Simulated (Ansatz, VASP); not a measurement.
MgO: VASP beside Ansatz

```
Mg O
1.0
     3.28904    0.00000    0.00000
    -1.64452    2.84839    0.00000
     0.00000    0.00000   23.50295
Mg O
9 9
Direct
  0.00000 0.00000 0.99938
  0.33333 0.66667 0.11020
  0.66667 0.33333 0.22232
  0.33333 0.66667 0.33275
  0.66667 0.33333 0.44318
  0.33333 0.66667 0.55361
  0.66667 0.33333 0.66442
  0.00000 0.00000 0.77689
  0.33333 0.66667 0.88896
  0.00000 0.00000 0.08429
  0.33333 0.66667 0.19595
  0.66667 0.33333 0.30719
  0.33333 0.66667 0.41763
  0.66667 0.33333 0.52806
  0.33333 0.66667 0.63852
  0.66667 0.33333 0.75019
  0.00000 0.00000 0.86263
  0.33333 0.66667 0.97384
```

Alike in both runs: functional PBE; k mesh 12 × 12 × 1; occupations gaussian, width 0.02 eV; no spin polarisation.

Ansatz relaxed the structure, and its values are those at the end. VASP's run is a single point on that final structure, the one shown.

```csv
,VASP,Ansatz
version,VASP 6.6.1,Ansatz 0.2.0
potentials or method,"VASP PAW PBE potentials, release 64 (Mg, O), cutoff 520 eV","scalar-relativistic, plane waves, PAW"
valence electrons in the cell,72,144
```

VASP gave:

```
gap on the k mesh at the Fermi level (eV) : 3.41
least direct gap on the mesh (eV)         : 3.41
pressure (GPa)                            : -0.4
```

What did Ansatz give for the same quantities?

gap on the k mesh at the Fermi level (eV): 3.43; least direct gap on the mesh (eV): 3.43; pressure (GPa): 0.0.

VASP's potentials hold 72 valence electrons a cell and Ansatz's 144, so a difference there can come from the potentials and not from the codes.
